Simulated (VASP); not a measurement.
# Zr2NbC2 (P6/mmm) in VASP: relaxation of cell and atoms with PBE

Aim: the relaxation of cell and atoms of Zr2NbC2 with PBE.

Everything below comes from runs of VASP 6.6.1. Logs are shortened: lines on timing, memory, paths and dates and some standing lists are left out, and cuts for length are marked.

### 1 The cell of the first run

Symmetry: P6/mmm, No. 191, hexagonal system. Conventional cell: a = 5.138 Å, b = 5.138 Å, c = 4.368 Å, α = 90.00°, β = 90.00°, γ = 120.00°. Zr (site symmetry -6m2) has 2 C at 2.18 Å within 2.9 Å. Within 3.9 Å of Nb (site symmetry 6/mmm) lie 6 Zr at 2.97 Å and 12 C at 3.68 Å. Within 2.9 Å of C (site symmetry -6m2) lie 2 Zr at 2.18 Å.

### 2 Relaxation of cell and atoms, PBE

INCAR reads:

```
SYSTEM = Zr2NbC2
ALGO = Normal
EDIFF = 1E-6
EDIFFG = -0.01
ENCUT = 600
GGA = PE
IBRION = 2
ISIF = 3
ISMEAR = 0
LASPH = .TRUE.
LCHARG = .FALSE.
LREAL = .FALSE.
LWAVE = .FALSE.
NELM = 100
NSW = 100
PREC = Accurate
SIGMA = 0.1
```

KPOINTS reads:

```
k-points
0
G
  12 12 8
  0 0 0
```

POSCAR reads:

```
Zr2NbC2
1.0
    5.1384210222      0.0000000000      0.0000000000
   -2.5692105111      4.4500031406      0.0000000000
    0.0000000000      0.0000000000      4.3680934292
Zr Nb C
2 1 2
Direct
    0.3333333333      0.6666666667      0.5000000000
    0.6666666667      0.3333333333      0.5000000000
    0.0000000000      0.0000000000      0.5000000000
    0.3333333333      0.6666666667      0.0000000000
    0.6666666667      0.3333333333      0.0000000000
```

Potentials or basis: VASP PAW PBE potentials, release 64 (Zr_sv, Nb_sv, C).

The run is started by

```sh
$ cat potpaw_PBE.64/Zr_sv/POTCAR potpaw_PBE.64/Nb_sv/POTCAR potpaw_PBE.64/C/POTCAR > POTCAR
$ mpirun -np 1 vasp_std > vasp.out
```

OUTCAR:

```text
SYSTEM = Zr2NbC2
   EDIFF = 1E-6
   EDIFFG = -0.01
   ENCUT = 600
   GGA = PE
   IBRION = 2
   ISIF = 3
   ISMEAR = 0
   LASPH = .TRUE.
   LREAL = .FALSE.
   NELM = 100
   NSW = 100
   PREC = Accurate

 ion  position               nearest neighbor table
   1  0.333  0.667  0.500-   4 2.18   4 2.18   2 2.97   3 2.97   2 2.97   3 2.97   3 2.97   2 2.97

   2  0.667  0.333  0.500-   5 2.18   5 2.18   1 2.97   3 2.97   1 2.97   3 2.97   3 2.97   1 2.97

   3  0.000  0.000  0.500-   1 2.97   2 2.97   2 2.97   1 2.97   2 2.97   1 2.97
   4  0.333  0.667  0.000-   1 2.18   1 2.18
   5  0.667  0.333  0.000-   2 2.18   2 2.18

  LATTYP: Found a hexagonal cell.
 ALAT       =     5.1384210222
 C/A-ratio  =     0.8500847654

  Lattice vectors:

 A1 = (   5.1384210222,   0.0000000000,   0.0000000000)
 A2 = (  -2.5692105111,   4.4500031406,   0.0000000000)
 A3 = (   0.0000000000,   0.0000000000,   4.3680934292)

Analysis of symmetry for initial positions (statically):
=====================================================================
 Subroutine PRICEL returns:
 Original cell was already a primitive cell.

 Routine SETGRP: Setting up the symmetry group for a
 hexagonal supercell.

 Subroutine GETGRP returns: Found 24 space group operations
 (whereof 24 operations were pure point group operations)
 out of a pool of 24 trial point group operations.

The static configuration has the point symmetry D_6h.

Analysis of symmetry for dynamics (positions and initial velocities):
=====================================================================
 Subroutine PRICEL returns:
 Original cell was already a primitive cell.

 Routine SETGRP: Setting up the symmetry group for a
 hexagonal supercell.

 Subroutine GETGRP returns: Found 24 space group operations
 (whereof 24 operations were pure point group operations)
 out of a pool of 24 trial point group operations.

The dynamic configuration has the point symmetry D_6h.

 Subroutine INISYM returns: Found 24 space group operations
 (whereof 24 operations are pure point group operations),
 and found     1 'primitive' translations

----------------------------------------------------------------------------------------

                                     Primitive cell

  volume of cell :      99.8808

  direct lattice vectors                    reciprocal lattice vectors
     5.138421022  0.000000000  0.000000000     0.194612313  0.112359471  0.000000000
    -2.569210511  4.450003141  0.000000000     0.000000000  0.224718943  0.000000000
     0.000000000  0.000000000  4.368093429     0.000000000  0.000000000  0.228932832

  length of vectors
     5.138421022  5.138421022  4.368093429     0.224718943  0.224718943  0.228932832

  position of ions in fractional coordinates (direct lattice)
     0.333333333  0.666666667  0.500000000
     0.666666667  0.333333333  0.500000000
     0.000000000  0.000000000  0.500000000
     0.333333333  0.666666667  0.000000000
     0.666666667  0.333333333  0.000000000

  ion indices of the primitive-cell ions
   primitive index   ion index
                 1           1
                 2           2
                 3           3
                 4           4
                 5           5

----------------------------------------------------------------------------------------

 KPOINTS: k-points

Automatic generation of k-mesh.
 Grid dimensions read from file:
 generate k-points for:   12   12    8

 Generating k-lattice:

  Cartesian coordinates                     Fractional coordinates (reciprocal lattice)
     0.016217693  0.009363289  0.000000000     0.083333333  0.000000000  0.000000000
     0.000000000  0.018726579  0.000000000     0.000000000  0.083333333  0.000000000
     0.000000000  0.000000000  0.028616604     0.000000000  0.000000000  0.125000000

  Length of vectors
     0.018726579  0.018726579  0.028616604

  Shift w.r.t. Gamma in fractional coordinates (k-lattice)
     0.000000000  0.000000000  0.000000000

 Subroutine IBZKPT returns following result:
 ===========================================

 Found     95 irreducible k-points:

 Following reciprocal coordinates:
            Coordinates               Weight
  0.000000  0.000000  0.000000      1.000000
  0.083333  0.000000  0.000000      6.000000
  0.166667  0.000000  0.000000      6.000000
  0.250000  0.000000  0.000000      6.000000
  0.333333  0.000000  0.000000      6.000000
  0.416667  0.000000  0.000000      6.000000
[... 16 lines left out ...]
  0.250000  0.000000  0.125000     12.000000
  0.333333  0.000000  0.125000     12.000000
 [... further k-points ...]
   k-points           NKPTS =     95   k-points in BZ     NKDIM =     95   number of bands    NBANDS=     27
   number of dos      NEDOS =    301   number of ions     NIONS =      5
   total plane-waves  NPLWV =  63504
   dimension x,y,z NGX =    42 NGY =   42 NGZ =   36
   dimension x,y,z NGXF=    84 NGYF=   84 NGZF=   72
   ions per type =               2   1   2
   NGX,Y,Z   is equivalent  to a cutoff of  13.59, 13.59, 13.70 a.u.
   NGXF,Y,Z  is equivalent  to a cutoff of  27.18, 27.18, 27.40 a.u.
 SYSTEM =  Zr2NbC2
   PREC   = accura    normal or accurate (medium, high low for compatibility)
   ISTART =      0    job   : 0-new  1-cont  2-samecut
   ICHARG =      2    charge: 1-file 2-atom 10-const
   ISPIN  =      1    spin polarized calculation?
   LNONCOLLINEAR =      F non collinear calculations
   LSORBIT =      F    spin-orbit coupling
   LASPH  =      T    aspherical Exc in radial PAW
   ENCUT  =  600.0 eV  44.10 Ry    6.64 a.u.  10.26 10.26  8.72*2*pi/ulx,y,z
   NELM   =    100;   NELMIN=  2; NELMDL= -5     # of ELM steps
   EDIFF  = 0.1E-05   stopping-criterion for ELM
   LREAL  =      F    real-space projection
   EDIFFG = -.1E-01   stopping-criterion for IOM
   NSW    =    100    number of steps for IOM
   IBRION =      2    ionic relax: 0-MD 1-quasi-New 2-CG
   NFREE  =      1    steps in history (QN), initial steepest desc. (CG)
   ISIF   =      3    stress and relaxation
   ISYM   =      2    0-nonsym 1-usesym 2-fastsym
   POTIM  = 0.5000    time-step for ionic-motion
   TEBEG  =    0.0;   TEEND  =   0.0 temperature during run
   PSTRESS=    0.0 pullay stress
   NELECT =      45.0000    total number of electrons
   NUPDOWN=      -1.0000    fix difference up-down
   EMIN   =  10.00;   EMAX   =-10.00  energy-range for DOS
   EFERMI =   0.00;   METHOD = LEGACY
   ISMEAR =     0;   SIGMA  =   0.10  broadening in eV -4-tet -1-fermi 0-gaus
   EFERMI_NEDOS =   21; number of points for ismear=-14 and -15
   IALGO  =     38    algorithm
   IMIX   =      4    mixing-type and parameters
     AMIX     =   0.40;   BMIX     =  1.00
     AMIX_MAG =   1.60;   BMIX_MAG =  1.00
  volume/ion in A,a.u.               =      19.98       134.81
  Fermi-wavevector in a.u.,A,eV,Ry     =   1.255023  2.371650 21.430303  1.575083
  Thomas-Fermi vector in A             =   2.388800
   LORBIT       =      0    0 simple, 1 ext, 2 COOP (PROOUT), +10 PAW based schemes
   GGA     = PE    functional components
   LHFCALC =     F    Hartree Fock is set to
   AEXX    =    0.0000 exact exchange contribution
   IVDW    =     0    specifies the selected vdW correction
   LEPSILON=     F    determine dielectric tensor
   LRPA    =     F    only Hartree local field effects (RPA)
 conjugate gradient relaxation of ions
 non-spin polarized calculation
 Gauss-broadening in eV      SIGMA  =   0.10
  energy-cutoff  :      600.00
  volume of cell :       99.88
 maximum number of plane-waves:      3357
 NGX is ok and might be reduce to    42
   NGX = 21   NGY = 21   NGZ = 17

--------------------------------------- Ionic step        1  -------------------------------------------

 number of electron      45.0000000 magnetization

 Free energy of the ion-electron system (eV)
  ---------------------------------------------------
  ext. energy  EPLUGINS =         0.00000000
  ---------------------------------------------------
  free energy    TOTEN  =       -35.66409997 eV

  energy without entropy =      -35.63253015  energy(sigma->0) =      -35.64831506

------------------------ aborting loop because EDIFF is reached ----------------------------------------

  FORCE on cell =-STRESS in cart. coord.  units (eV):
  Direction    XX          YY          ZZ          XY          YZ          ZX
  --------------------------------------------------------------------------------------
  -------------------------------------------------------------------------------------
  Total       -0.2139446     -0.2139446      1.0411985      0.0000000      0.0000000      0.0000000
  in kB       -3.4318635     -3.4318635     16.7017589      0.0000000      0.0000000      0.0000000
  external PRESSURE =       3.2793440 kB  Pullay stress =       0.0000000 kB
[... 102 lines left out ...]
  energy  without entropy=      -35.6351269663  energy(sigma->0) =      -35.65125474

--------------------------------------- Ionic step        4  -------------------------------------------

 number of electron      45.0000001 magnetization

 Free energy of the ion-electron system (eV)
  ---------------------------------------------------
  ext. energy  EPLUGINS =         0.00000000
  ---------------------------------------------------
  free energy    TOTEN  =       -35.66788163 eV

  energy without entropy =      -35.63556948  energy(sigma->0) =      -35.65172556

 E-fermi :   6.0301     XC(G=0): -10.3300

 val. band max:        6.0281735573   @ k =   0.2500   0.1667   0.0000
 cond. band min:       6.0330698596   @ k =   0.1667   0.0000   0.1250
 fundamental gap:      0.0048963023
 Fermi energy:         6.0300573495

 k-point     1 :       0.0000    0.0000    0.0000
  band No.  band energies     occupation
      1     -49.1311      2.00000
      2     -42.1888      2.00000
      3     -42.0090      2.00000
      4     -25.4020      2.00000
      5     -25.1210      2.00000
      6     -25.1210      2.00000
[... 709 lines left out ...]
     26       7.0555      0.00000
     27       7.3564      0.00000

 [... further k-points ...]
[... 5 lines left out ...]
  --------------------------------------------------------------------------------------
  -------------------------------------------------------------------------------------
  Total       -0.0083152     -0.0083152      0.0011669      0.0000000      0.0000000     -0.0000000
  in kB       -0.1334951     -0.1334951      0.0187344      0.0000000      0.0000000     -0.0000000
  external PRESSURE =      -0.0827519 kB  Pullay stress =       0.0000000 kB
[... 20 lines left out ...]
  FREE ENERGIE OF THE ION-ELECTRON SYSTEM (eV)
  ---------------------------------------------------
  free  energy   TOTEN  =       -35.6678816345 eV

  energy  without entropy=      -35.6355694825  energy(sigma->0) =      -35.65172556

 reached required accuracy - stopping structural energy minimisation
```

Wall time 17 min (1 thread of Oxide Virtual Turin-like, shared host); peak memory 0.44 GiB.

What came out:

```yaml
Free_energy: -35.6679 eV
Relaxed_volume: 19.96 Å³/atom
Relaxed_cell: a = 5.121 Å, b = 5.121 Å, c = 4.394 Å, α = 90.00°, β = 90.00°, γ = 120.00°
Space_group_after_relaxing_to_0.05_Å: P6/mmm (No. 191)
Energy_gained_by_relaxing: 0.8 meV/atom
Ionic_steps: 4
Pressure_after_relaxing: 0.0 GPa
```

Step by step:
| step | energy change (eV) | largest force (eV/Å) | pressure (GPa) | volume (Å³) |
| --- | --- | --- | --- | --- |
| 1 | 0.0000 | 0.0000 | 0.33 | 99.88 |
| 2 | -0.0017 | 0.0000 | -0.71 | 100.47 |
| 3 | -0.0033 | 0.0000 | -0.29 | 100.23 |
| 4 | -0.0038 | 0.0000 | -0.01 | 99.80 |

Final structure:
```
Zr Nb C
1.0
     5.12115    0.00000    0.00000
    -2.56057    4.43504    0.00000
     0.00000    0.00000    4.39394
Zr Nb C
2 1 2
Direct
  0.33333 0.66667 0.50000
  0.66667 0.33333 0.50000
  0.00000 0.00000 0.50000
  0.33333 0.66667 0.00000
  0.66667 0.33333 0.00000
```

Levels at points of the mesh, in eV from the Fermi level:
| k point | band 21 | band 22 | band 23 | band 24 | band 25 | band 26 |
| --- | --- | --- | --- | --- | --- | --- |
| (0.00, 0.00, 0.00) | -0.03 | -0.03 | -0.03 | 0.60 | 0.60 | 0.83 |
| (0.50, 0.00, 0.00) | -0.73 | -0.54 | -0.20 | 0.04 | 1.35 | 1.39 |
| (0.00, 0.00, 0.50) | -1.45 | -0.06 | -0.06 | 0.49 | 0.49 | 1.39 |
| (0.50, 0.00, 0.50) | -0.90 | -0.82 | -0.80 | -0.12 | 0.45 | 1.02 |
